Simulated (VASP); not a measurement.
# CuI (F-43m) in VASP: further runs

The runs below take CuI through single point, with LDA.

Everything below comes from runs of VASP 6.6.1. Logs are shortened: lines on timing, memory, paths and dates and some standing lists are left out, and cuts for length are marked.

## 1. The cell of the first run

It takes space group F-43m (No. 216, cubic). The conventional cell has a = 5.862 Å, b = 5.862 Å, c = 5.862 Å, α = 90.00°, β = 90.00°, γ = 90.00°. Within 3.3 Å of Cu (site symmetry -43m) lie 4 I at 2.54 Å. Within 3.3 Å of I (site symmetry -43m) lie 4 Cu at 2.54 Å.

## 2. Single point, LDA

The input, INCAR:

```
SYSTEM = CuI
PREC = Accurate
ENCUT = 600
EDIFF = 1E-6
ISMEAR = 0
SIGMA = 0.02
LREAL = .FALSE.
LASPH = .TRUE.
NELM = 120
ALGO = Normal
ISIF = 2
LWAVE = .FALSE.
LCHARG = .FALSE.
GGA = CA
NBANDS = 16
GGA_COMPAT = .FALSE.
```

The input, KPOINTS:

```
regular mesh
0
G
  8 8 8
  0 0 0
```

The input, POSCAR:

```
CuI
1.0
    0.0000000000      2.9308021272      2.9308021272
    2.9308021272      0.0000000000      2.9308021272
    2.9308021272      2.9308021272      0.0000000000
Cu I
1 1
Direct
    0.0000000000      0.0000000000      0.0000000000
    0.2500000000      0.2500000000      0.2500000000
```

Potentials or basis: VASP PAW LDA potentials, release 64 (Cu, I).

Run with:

```
> cat potpaw_LDA.64/Cu/POTCAR potpaw_LDA.64/I/POTCAR > POTCAR
> mpirun -np 1 vasp_std > vasp.out
```

OUTCAR:

```text
SYSTEM = CuI
   PREC = Accurate
   ENCUT = 600
   EDIFF = 1E-6
   ISMEAR = 0
   LREAL = .FALSE.
   LASPH = .TRUE.
   NELM = 120
   ISIF = 2
   GGA = CA

 ion  position               nearest neighbor table
   1  0.000  0.000  0.000-   2 2.54   2 2.54   2 2.54   2 2.54
   2  0.250  0.250  0.250-   1 2.54   1 2.54   1 2.54   1 2.54

  LATTYP: Found a face centered cubic cell.
 ALAT       =     5.8616042544

  Lattice vectors:

 A1 = (   0.0000000000,   2.9308021272,   2.9308021272)
 A2 = (   2.9308021272,   0.0000000000,   2.9308021272)
 A3 = (   2.9308021272,   2.9308021272,   0.0000000000)

Analysis of symmetry for initial positions (statically):
=====================================================================
 Subroutine PRICEL returns:
 Original cell was already a primitive cell.

 Routine SETGRP: Setting up the symmetry group for a
 face centered cubic supercell.

 Subroutine GETGRP returns: Found 24 space group operations
 (whereof 24 operations were pure point group operations)
 out of a pool of 48 trial point group operations.

The static configuration has the point symmetry T_d .

Analysis of symmetry for dynamics (positions and initial velocities):
=====================================================================
 Subroutine PRICEL returns:
 Original cell was already a primitive cell.

 Routine SETGRP: Setting up the symmetry group for a
 face centered cubic supercell.

 Subroutine GETGRP returns: Found 24 space group operations
 (whereof 24 operations were pure point group operations)
 out of a pool of 48 trial point group operations.

The dynamic configuration has the point symmetry T_d .

 Subroutine INISYM returns: Found 24 space group operations
 (whereof 24 operations are pure point group operations),
 and found     1 'primitive' translations

----------------------------------------------------------------------------------------

                                     Primitive cell

  volume of cell :      50.3488

  direct lattice vectors                    reciprocal lattice vectors
     0.000000000  2.930802127  2.930802127    -0.170601760  0.170601760  0.170601760
     2.930802127  0.000000000  2.930802127     0.170601760 -0.170601760  0.170601760
     2.930802127  2.930802127  0.000000000     0.170601760  0.170601760 -0.170601760

  length of vectors
     4.144780117  4.144780117  4.144780117     0.295490916  0.295490916  0.295490916

  position of ions in fractional coordinates (direct lattice)
     0.000000000  0.000000000  0.000000000
     0.250000000  0.250000000  0.250000000

  ion indices of the primitive-cell ions
   primitive index   ion index
                 1           1
                 2           2

----------------------------------------------------------------------------------------

 KPOINTS: regular mesh

Automatic generation of k-mesh.
 Grid dimensions read from file:
 generate k-points for:    8    8    8

 Generating k-lattice:

  Cartesian coordinates                     Fractional coordinates (reciprocal lattice)
    -0.021325220  0.021325220  0.021325220     0.125000000  0.000000000  0.000000000
     0.021325220 -0.021325220  0.021325220     0.000000000  0.125000000  0.000000000
     0.021325220  0.021325220 -0.021325220     0.000000000  0.000000000  0.125000000

  Length of vectors
     0.036936364  0.036936364  0.036936364

  Shift w.r.t. Gamma in fractional coordinates (k-lattice)
     0.000000000  0.000000000  0.000000000

 Subroutine IBZKPT returns following result:
 ===========================================

 Found     29 irreducible k-points:

 Following reciprocal coordinates:
            Coordinates               Weight
  0.000000  0.000000  0.000000      1.000000
  0.125000  0.000000  0.000000      8.000000
  0.250000  0.000000  0.000000      8.000000
  0.375000  0.000000  0.000000      8.000000
  0.500000  0.000000  0.000000      4.000000
  0.125000  0.125000  0.000000      6.000000
[... 16 lines left out ...]
  0.500000  0.250000  0.125000     48.000000
 -0.375000  0.250000  0.125000     24.000000
 [... further k-points ...]
   k-points           NKPTS =     29   k-points in BZ     NKDIM =     29   number of bands    NBANDS=     16
   number of dos      NEDOS =    301   number of ions     NIONS =      2
   total plane-waves  NPLWV =  46656
   dimension x,y,z NGX =    36 NGY =   36 NGZ =   36
   dimension x,y,z NGXF=    72 NGYF=   72 NGZF=   72
   ions per type =               1   1
   NGX,Y,Z   is equivalent  to a cutoff of  14.44, 14.44, 14.44 a.u.
   NGXF,Y,Z  is equivalent  to a cutoff of  28.88, 28.88, 28.88 a.u.
 SYSTEM =  CuI
   PREC   = accura    normal or accurate (medium, high low for compatibility)
   ISTART =      0    job   : 0-new  1-cont  2-samecut
   ICHARG =      2    charge: 1-file 2-atom 10-const
   ISPIN  =      1    spin polarized calculation?
   LNONCOLLINEAR =      F non collinear calculations
   LSORBIT =      F    spin-orbit coupling
   LASPH  =      T    aspherical Exc in radial PAW
   ENCUT  =  600.0 eV  44.10 Ry    6.64 a.u.   8.28  8.28  8.28*2*pi/ulx,y,z
   NELM   =    120;   NELMIN=  2; NELMDL= -5     # of ELM steps
   EDIFF  = 0.1E-05   stopping-criterion for ELM
   LREAL  =      F    real-space projection
   EDIFFG = 0.1E-04   stopping-criterion for IOM
   NSW    =      0    number of steps for IOM
   IBRION =     -1    ionic relax: 0-MD 1-quasi-New 2-CG
   NFREE  =      0    steps in history (QN), initial steepest desc. (CG)
   ISIF   =      2    stress and relaxation
   ISYM   =      2    0-nonsym 1-usesym 2-fastsym
   POTIM  = 0.5000    time-step for ionic-motion
   TEBEG  =    0.0;   TEEND  =   0.0 temperature during run
   PSTRESS=    0.0 pullay stress
   NELECT =      18.0000    total number of electrons
   NUPDOWN=      -1.0000    fix difference up-down
   EMIN   =  10.00;   EMAX   =-10.00  energy-range for DOS
   EFERMI =   0.00;   METHOD = LEGACY
   ISMEAR =     0;   SIGMA  =   0.02  broadening in eV -4-tet -1-fermi 0-gaus
   EFERMI_NEDOS =   21; number of points for ismear=-14 and -15
   IALGO  =     38    algorithm
   IMIX   =      4    mixing-type and parameters
     AMIX     =   0.40;   BMIX     =  1.00
     AMIX_MAG =   1.60;   BMIX_MAG =  1.00
  volume/ion in A,a.u.               =      25.17       169.89
  Fermi-wavevector in a.u.,A,eV,Ry     =   1.161901  2.195675 18.368058  1.350014
  Thomas-Fermi vector in A             =   2.298468
   LORBIT       =      0    0 simple, 1 ext, 2 COOP (PROOUT), +10 PAW based schemes
   GGA     = CA    functional components
   LHFCALC =     F    Hartree Fock is set to
   AEXX    =    0.0000 exact exchange contribution
   IVDW    =     0    specifies the selected vdW correction
   LEPSILON=     F    determine dielectric tensor
   LRPA    =     F    only Hartree local field effects (RPA)
 non-spin polarized calculation
 Gauss-broadening in eV      SIGMA  =   0.02
  energy-cutoff  :      600.00
  volume of cell :       50.35
 maximum number of plane-waves:      1705
 NGX is ok and might be reduce to    36
   NGX = 17   NGY = 17   NGZ = 17

 number of electron      18.0000004 magnetization

 Free energy of the ion-electron system (eV)
  ---------------------------------------------------
  ext. energy  EPLUGINS =         0.00000000
  ---------------------------------------------------
  free energy    TOTEN  =        -6.99633501 eV

  energy without entropy =       -6.99633501  energy(sigma->0) =       -6.99633501

 E-fermi :   5.4879     XC(G=0):  -9.7661

 val. band max:        5.3439256677   @ k =   0.0000   0.0000   0.0000
 cond. band min:       6.6302335624   @ k =   0.0000   0.0000   0.0000
 fundamental gap:      1.2863078948
 Fermi energy:         5.4878715699

 k-point     1 :       0.0000    0.0000    0.0000
  band No.  band energies     occupation
      1      -9.2195      2.00000
      2       1.2103      2.00000
      3       1.2103      2.00000
      4       1.2103      2.00000
      5       2.9625      2.00000
      6       2.9625      2.00000
[... 8 lines left out ...]
     15      15.2038      0.00000
     16      15.2038      0.00000

 k-point     2 :       0.1250    0.0000    0.0000
  band No.  band energies     occupation
      1      -9.1279      2.00000
      2       0.9177      2.00000
      3       1.2220      2.00000
      4       1.2220      2.00000
      5       2.9545      2.00000
      6       2.9545      2.00000
[... 8 lines left out ...]
     15      14.3746      0.00000
     16      14.3746      0.00000

 k-point     3 :       0.2500    0.0000    0.0000
  band No.  band energies     occupation
      1      -8.8904      2.00000
      2       0.1864      2.00000
      3       1.2462      2.00000
      4       1.2462      2.00000
      5       2.9498      2.00000
      6       2.9498      2.00000
[... 8 lines left out ...]
     15      14.1578      0.00000
     16      14.1578      0.00000

 k-point     4 :       0.3750    0.0000    0.0000
  band No.  band energies     occupation
      1      -8.6240      2.00000
      2      -0.5615      2.00000
      3       1.2636      2.00000
      4       1.2636      2.00000
      5       2.9725      2.00000
      6       2.9725      2.00000
[... 8 lines left out ...]
     15      15.1802      0.00000
     16      15.1802      0.00000
[... 324 lines left out ...]
 k-point    22 :       0.3750    0.2500    0.1250
  band No.  band energies     occupation
      1      -8.7042      2.00000
      2      -0.0248      2.00000
      3       1.0215      2.00000
      4       1.2491      2.00000
      5       2.8765      2.00000
      6       3.0040      2.00000
[... 8 lines left out ...]
     15      15.8968      0.00000
     16      16.8686      0.00000

 k-point    23 :       0.5000    0.2500    0.1250
  band No.  band energies     occupation
      1      -8.4811      2.00000
      2      -0.4007      2.00000
      3       0.7805      2.00000
      4       1.2497      2.00000
      5       2.9047      2.00000
      6       2.9784      2.00000
[... 8 lines left out ...]
     15      16.1961      0.00000
     16      17.0303      0.00000

 k-point    24 :      -0.3750    0.2500    0.1250
  band No.  band energies     occupation
      1      -8.3816      2.00000
      2      -0.5668      2.00000
      3       0.6713      2.00000
      4       1.2426      2.00000
      5       2.8823      2.00000
      6       2.9734      2.00000
[... 8 lines left out ...]
     15      16.2250      0.00000
     16      16.9617      0.00000

 [... further k-points ...]
[... 5 lines left out ...]
  --------------------------------------------------------------------------------------
  -------------------------------------------------------------------------------------
  Total        0.0771864      0.0771864      0.0771864      0.0000000     -0.0000000      0.0000000
  in kB        2.4561882      2.4561882      2.4561882      0.0000000     -0.0000000      0.0000000
  external PRESSURE =       2.4561882 kB  Pullay stress =       0.0000000 kB

 VOLUME and BASIS-vectors are now :
 -----------------------------------------------------------------------------
  energy-cutoff  :      600.00
  volume of cell :       50.35
      direct lattice vectors                 reciprocal lattice vectors
     0.000000000  2.930802127  2.930802127    -0.170601760  0.170601760  0.170601760
     2.930802127  0.000000000  2.930802127     0.170601760 -0.170601760  0.170601760
     2.930802127  2.930802127  0.000000000     0.170601760  0.170601760 -0.170601760

 POSITION                                       TOTAL-FORCE (eV/Angst)
 -----------------------------------------------------------------------------------
      0.00000      0.00000      0.00000         0.000000      0.000000     -0.000000
      1.46540      1.46540      1.46540        -0.000000     -0.000000      0.000000
 -----------------------------------------------------------------------------------
    total drift:                                0.000000      0.000000     -0.000000

  FREE ENERGIE OF THE ION-ELECTRON SYSTEM (eV)
  ---------------------------------------------------
  free  energy   TOTEN  =        -6.9963350067 eV

  energy  without entropy=       -6.9963350067  energy(sigma->0) =       -6.99633501
```

Wall time 14 s (1 thread of Intel Xeon 6975P-C (Granite Rapids), shared host); peak memory 0.18 GiB.

Results:

| Item | Value |
| --- | --- |
| Free energy | -6.9963 eV |
| Pressure | 0.2 GPa |
| Band gap on the k mesh | 1.29 eV |

Caveat: spin-orbit coupling is left out, which moves the levels of the heavy elements.

(Continued in part 2 of 2.)
